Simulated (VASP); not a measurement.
# Cr (Fm-3m) in VASP: single point with revPBE

Aim: the single point of Cr with revPBE.

Everything below comes from runs of VASP 6.6.1. Logs are shortened: lines on timing, memory, paths and dates and some standing lists are left out, and cuts for length are marked.

## Step 1: The cell of the first run

The structure is cubic, space group Fm-3m (No. 225). Conventional cell: a = 3.643 Å, b = 3.643 Å, c = 3.643 Å, α = 90.00°, β = 90.00°, γ = 90.00°. Cr (site symmetry m-3m) has 12 Cr at 2.58 Å within 3.4 Å.

## Step 2: Single point, revPBE

Input file INCAR:

```
  PREC = Accurate
  ENCUT = 520
  EDIFF = 1E-6
  ISMEAR = -1
  SIGMA = 0.1
  LREAL = False
  LASPH = True
  NELM = 100
  ALGO = Normal
  ISIF = 2
  LWAVE = False
  LCHARG = False
  GGA = RE
  NBANDS = 12
```

Input file KPOINTS:

```
regular mesh
0
Gamma
  17 17 17
```

Input file POSCAR:

```
Cr
1.0
    0.0000000000      1.8215751508      1.8215751508
    1.8215751508      0.0000000000      1.8215751508
    1.8215751508      1.8215751508      0.0000000000
Cr
1
Direct
    0.0000000000      0.0000000000      0.0000000000
```

Potentials or basis: VASP PAW PBE potentials, release 64 (Cr_pv).

On the command line:

```bash
> cat potpaw_PBE.64/Cr_pv/POTCAR > POTCAR
> mpirun -np 1 vasp_std > vasp.out
```

OUTCAR:

```text
PREC = Accurate
   ENCUT = 520
   EDIFF = 1E-6
   ISMEAR = -1
   LREAL = False
   LASPH = True
   NELM = 100
   ISIF = 2
   GGA = RE

 ion  position               nearest neighbor table
   1  0.000  0.000  0.000-

  LATTYP: Found a face centered cubic cell.
 ALAT       =     3.6431503016

  Lattice vectors:

 A1 = (   0.0000000000,   1.8215751508,   1.8215751508)
 A2 = (   1.8215751508,   0.0000000000,   1.8215751508)
 A3 = (   1.8215751508,   1.8215751508,   0.0000000000)

Analysis of symmetry for initial positions (statically):
=====================================================================
 Subroutine PRICEL returns:
 Original cell was already a primitive cell.

 Routine SETGRP: Setting up the symmetry group for a
 face centered cubic supercell.

 Subroutine GETGRP returns: Found 48 space group operations
 (whereof 48 operations were pure point group operations)
 out of a pool of 48 trial point group operations.

The static configuration has the point symmetry O_h .

Analysis of symmetry for dynamics (positions and initial velocities):
=====================================================================
 Subroutine PRICEL returns:
 Original cell was already a primitive cell.

 Routine SETGRP: Setting up the symmetry group for a
 face centered cubic supercell.

 Subroutine GETGRP returns: Found 48 space group operations
 (whereof 48 operations were pure point group operations)
 out of a pool of 48 trial point group operations.

The dynamic configuration has the point symmetry O_h .

 Subroutine INISYM returns: Found 48 space group operations
 (whereof 48 operations are pure point group operations),
 and found     1 'primitive' translations

----------------------------------------------------------------------------------------

                                     Primitive cell

  volume of cell :      12.0885

  direct lattice vectors                    reciprocal lattice vectors
     0.000000000  1.821575151  1.821575151    -0.274487715  0.274487715  0.274487715
     1.821575151  0.000000000  1.821575151     0.274487715 -0.274487715  0.274487715
     1.821575151  1.821575151  0.000000000     0.274487715  0.274487715 -0.274487715

  length of vectors
     2.576096283  2.576096283  2.576096283     0.475426668  0.475426668  0.475426668

  position of ions in fractional coordinates (direct lattice)
     0.000000000  0.000000000  0.000000000

  ion indices of the primitive-cell ions
   primitive index   ion index
                 1           1

----------------------------------------------------------------------------------------

 KPOINTS: regular mesh

Automatic generation of k-mesh.
 Grid dimensions read from file:
 generate k-points for:   17   17   17

 Generating k-lattice:

  Cartesian coordinates                     Fractional coordinates (reciprocal lattice)
    -0.016146336  0.016146336  0.016146336     0.058823529  0.000000000  0.000000000
     0.016146336 -0.016146336  0.016146336     0.000000000  0.058823529  0.000000000
     0.016146336  0.016146336 -0.016146336     0.000000000  0.000000000  0.058823529

  Length of vectors
     0.027966275  0.027966275  0.027966275

  Shift w.r.t. Gamma in fractional coordinates (k-lattice)
     0.000000000  0.000000000  0.000000000

 Subroutine IBZKPT returns following result:
 ===========================================

 Found    165 irreducible k-points:

 Following reciprocal coordinates:
            Coordinates               Weight
  0.000000  0.000000  0.000000      1.000000
  0.058824  0.000000  0.000000      8.000000
  0.117647  0.000000  0.000000      8.000000
  0.176471  0.000000  0.000000      8.000000
  0.235294  0.000000  0.000000      8.000000
  0.294118  0.000000  0.000000      8.000000
[... 16 lines left out ...]
 -0.176471  0.058824  0.000000     24.000000
 -0.117647  0.058824  0.000000     24.000000
 [... further k-points ...]
   k-points           NKPTS =    165   k-points in BZ     NKDIM =    165   number of bands    NBANDS=     12
   number of dos      NEDOS =    301   number of ions     NIONS =      1
   total plane-waves  NPLWV =   8000
   dimension x,y,z NGX =    20 NGY =   20 NGZ =   20
   dimension x,y,z NGXF=    40 NGYF=   40 NGZF=   40
   ions per type =               1
   NGX,Y,Z   is equivalent  to a cutoff of  12.91, 12.91, 12.91 a.u.
   NGXF,Y,Z  is equivalent  to a cutoff of  25.81, 25.81, 25.81 a.u.
 SYSTEM =  unknown system
   PREC   = accura    normal or accurate (medium, high low for compatibility)
   ISTART =      0    job   : 0-new  1-cont  2-samecut
   ICHARG =      2    charge: 1-file 2-atom 10-const
   ISPIN  =      1    spin polarized calculation?
   LNONCOLLINEAR =      F non collinear calculations
   LSORBIT =      F    spin-orbit coupling
   LASPH  =      T    aspherical Exc in radial PAW
   ENCUT  =  520.0 eV  38.22 Ry    6.18 a.u.   4.79  4.79  4.79*2*pi/ulx,y,z
   NELM   =    100;   NELMIN=  2; NELMDL= -5     # of ELM steps
   EDIFF  = 0.1E-05   stopping-criterion for ELM
   LREAL  =      F    real-space projection
   EDIFFG = 0.1E-04   stopping-criterion for IOM
   NSW    =      0    number of steps for IOM
   IBRION =     -1    ionic relax: 0-MD 1-quasi-New 2-CG
   NFREE  =      0    steps in history (QN), initial steepest desc. (CG)
   ISIF   =      2    stress and relaxation
   ISYM   =      2    0-nonsym 1-usesym 2-fastsym
   POTIM  = 0.5000    time-step for ionic-motion
   TEBEG  =    0.0;   TEEND  =   0.0 temperature during run
   PSTRESS=    0.0 pullay stress
   NELECT =      12.0000    total number of electrons
   NUPDOWN=      -1.0000    fix difference up-down
   EMIN   =  10.00;   EMAX   =-10.00  energy-range for DOS
   EFERMI =   0.00;   METHOD = LEGACY
   ISMEAR =    -1;   SIGMA  =   0.10  broadening in eV -4-tet -1-fermi 0-gaus
   EFERMI_NEDOS =   21; number of points for ismear=-14 and -15
   IALGO  =     38    algorithm
   IMIX   =      4    mixing-type and parameters
     AMIX     =   0.40;   BMIX     =  1.00
     AMIX_MAG =   1.60;   BMIX_MAG =  1.00
  volume/ion in A,a.u.               =      12.09        81.58
  Fermi-wavevector in a.u.,A,eV,Ry     =   1.633095  3.086102 36.286735  2.667000
  Thomas-Fermi vector in A             =   2.724957
   LORBIT       =      0    0 simple, 1 ext, 2 COOP (PROOUT), +10 PAW based schemes
   GGA     = RE    functional components
   LHFCALC =     F    Hartree Fock is set to
   AEXX    =    0.0000 exact exchange contribution
   IVDW    =     0    specifies the selected vdW correction
   LEPSILON=     F    determine dielectric tensor
   LRPA    =     F    only Hartree local field effects (RPA)
 non-spin polarized calculation
  energy-cutoff  :      520.00
  volume of cell :       12.09
 maximum number of plane-waves:       334
   NGX =  9   NGY =  9   NGZ =  9

 number of electron      12.0000005 magnetization

 Free energy of the ion-electron system (eV)
  ---------------------------------------------------
  ext. energy  EPLUGINS =         0.00000000
  ---------------------------------------------------
  free energy    TOTEN  =        -8.74410929 eV

  energy without entropy =       -8.68437948  energy(sigma->0) =       -8.71424439

 E-fermi :  10.1955     XC(G=0): -13.3117

 val. band max:       10.1810514421   @ k =   0.2941   0.2353   0.0000
 cond. band min:      10.1955327343   @ k =  -0.3529   0.1765   0.0588
 fundamental gap:      0.0144812922
 Fermi energy:        10.1955034532

 k-point     1 :       0.0000    0.0000    0.0000
  band No.  band energies     occupation
      1     -32.2708      2.00000
      2     -32.2708      2.00000
      3     -32.2708      2.00000
      4       2.7304      2.00000
      5       9.7669      1.97286
      6       9.7669      1.97286
      7       9.7669      1.97286
      8      11.4887      0.00000
      9      11.4887      0.00000
     10      17.7214      0.00000
     11      29.8494      0.00000
     12      35.3782      0.00000

 k-point     2 :       0.0588    0.0000    0.0000
  band No.  band energies     occupation
      1     -32.2985      2.00000
      2     -32.2743      2.00000
      3     -32.2743      2.00000
      4       2.8687      2.00000
      5       9.7014      1.98581
      6       9.8125      1.95749
      7       9.8125      1.95749
      8      11.4631      0.00001
      9      11.4631      0.00001
     10      17.7214      0.00000
     11      29.8910      0.00000
     12      34.1486      0.00000

 k-point     3 :       0.1176    0.0000    0.0000
  band No.  band energies     occupation
      1     -32.3774      2.00000
      2     -32.2843      2.00000
      3     -32.2843      2.00000
      4       3.2720      2.00000
      5       9.5268      1.99751
      6       9.9287      1.87020
      7       9.9287      1.87020
      8      11.4098      0.00001
      9      11.4098      0.00001
     10      17.7212      0.00000
     11      29.7718      0.00000
     12      32.1859      0.00000
[... 286 lines left out ...]
 k-point    23 :      -0.1765    0.0588    0.0000
  band No.  band energies     occupation
      1     -32.5479      2.00000
      2     -32.3310      2.00000
      3     -32.2975      2.00000
      4       4.2593      2.00000
      5       9.1672      1.99993
      6      10.0736      1.54371
      7      10.1380      1.27999
      8      11.1911      0.00009
      9      11.6662      0.00000
     10      17.7206      0.00000
     11      27.9594      0.00000
     12      30.6214      0.00000

 k-point    24 :      -0.1176    0.0588    0.0000
  band No.  band energies     occupation
      1     -32.4250      2.00000
      2     -32.3099      2.00000
      3     -32.2835      2.00000
      4       3.5752      2.00000
      5       9.3843      1.99940
      6      10.0165      1.71376
      7      10.0183      1.70933
      8      11.2275      0.00007
      9      11.5410      0.00000
     10      17.7210      0.00000
     11      29.5914      0.00000
     12      31.3443      0.00000

 [... further k-points ...]

------------------------ aborting loop because EDIFF is reached ----------------------------------------

  FORCE on cell =-STRESS in cart. coord.  units (eV):
  Direction    XX          YY          ZZ          XY          YZ          ZX
  --------------------------------------------------------------------------------------
  -------------------------------------------------------------------------------------
  Total       -0.0346649     -0.0346649     -0.0346649     -0.0000000     -0.0000000     -0.0000000
  in kB       -4.5944012     -4.5944012     -4.5944012     -0.0000000     -0.0000000     -0.0000000
  external PRESSURE =      -4.5944012 kB  Pullay stress =       0.0000000 kB

 VOLUME and BASIS-vectors are now :
 -----------------------------------------------------------------------------
  energy-cutoff  :      520.00
  volume of cell :       12.09
      direct lattice vectors                 reciprocal lattice vectors
     0.000000000  1.821575151  1.821575151    -0.274487715  0.274487715  0.274487715
     1.821575151  0.000000000  1.821575151     0.274487715 -0.274487715  0.274487715
     1.821575151  1.821575151  0.000000000     0.274487715  0.274487715 -0.274487715

 POSITION                                       TOTAL-FORCE (eV/Angst)
 -----------------------------------------------------------------------------------
      0.00000      0.00000      0.00000         0.000000      0.000000      0.000000
 -----------------------------------------------------------------------------------
    total drift:                                0.000000     -0.000000      0.000000

  FREE ENERGIE OF THE ION-ELECTRON SYSTEM (eV)
  ---------------------------------------------------
  free  energy   TOTEN  =        -8.7441092898 eV

  energy  without entropy=       -8.6843794824  energy(sigma->0) =       -8.71424439
```

Run time: 17 s. Hardware: 1 thread of Intel Xeon 6975P-C, shared host; peak memory 0.14 GiB.

What came out:

| Quantity | Value |
| --- | --- |
| Free energy | -8.7441 eV |
| Pressure | -0.5 GPa |
| Band gap on the k mesh | zero (band 6 reaches 12.62 eV, above the bottom of band 7 at 9.77 eV) |

Caveat: the PAW data sets were made with another functional, which shifts forces and pressure a little; the run has no spin polarisation, though such a crystal can be magnetic. Spin polarisation is off, so any magnetic state and its effect on volume and gap are missing.
